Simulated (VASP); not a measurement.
Wanted: the native input for a VASP 6.6.1 run.

| Item | Value |
| --- | --- |
| Task | single point |
| Functional | PBE |
| Potentials or basis | VASP PAW PBE potentials, release 64 (W_sv, C) |
| Cutoff | 520 eV |
| k mesh | 24 × 24 × 22 |
| Occupations | gaussian, width 0.15 eV |
| Spin | no spin polarisation |
| Dipole correction | no |
| Further INCAR settings | ALGO = Normal; EDIFF = 1e-06; NBANDS = 16 |

The structure of WC lies in POSCAR:

```
WC
1.0
    2.9217716515      0.0000000000      0.0000000000
   -1.4608858258      2.5303284743      0.0000000000
    0.0000000000      0.0000000000      2.8470758817
W C
1 1
Direct
    0.0000000000      0.0000000000     -0.0025816219
    0.6666666667      0.3333333333      0.5395142261
```

This cell differs from its parent crystal: atoms displaced along a vibrational mode.

One way to write it, as run:

INCAR

```
SYSTEM = WC
  PREC = Accurate
  ENCUT = 520
  EDIFF = 1E-6
  ISMEAR = 0
  SIGMA = 0.15
  LREAL = .False.
  LASPH = .True.
  NELM = 100
  ALGO = Normal
  ISIF = 2
  LWAVE = .False.
  LCHARG = .False.
  GGA = PE
  NBANDS = 16
```

KPOINTS

```
Automatic mesh
0
Gamma
  24 24 22
  0 0 0
```

Potentials or basis: VASP PAW PBE potentials, release 64 (W_sv, C).

The run is started by

```bash
$ cat potpaw_PBE.64/W_sv/POTCAR potpaw_PBE.64/C/POTCAR > POTCAR
$ mpirun -np 1 vasp_std > vasp.out
```

Results of the run:

- Pressure: 4.2 GPa
- Largest force: 1.646 eV/Å
- Band gap on the k mesh: zero (bands 9 and 10 overlap by 1.35 eV)

Caveat: the cell differs from its parent crystal (atoms displaced along a vibrational mode); the cell stands under pressure; spin-orbit coupling is left out, which moves the levels of the heavy elements; forces of over 1 eV/Å act on the atoms, so gaps and moduli don't describe the material at rest.

It took 2.6 min on 1 thread of AMD EPYC 9R45 96-Core Processor (Zen 5), with other jobs on the host, peak memory 0.46 GiB.
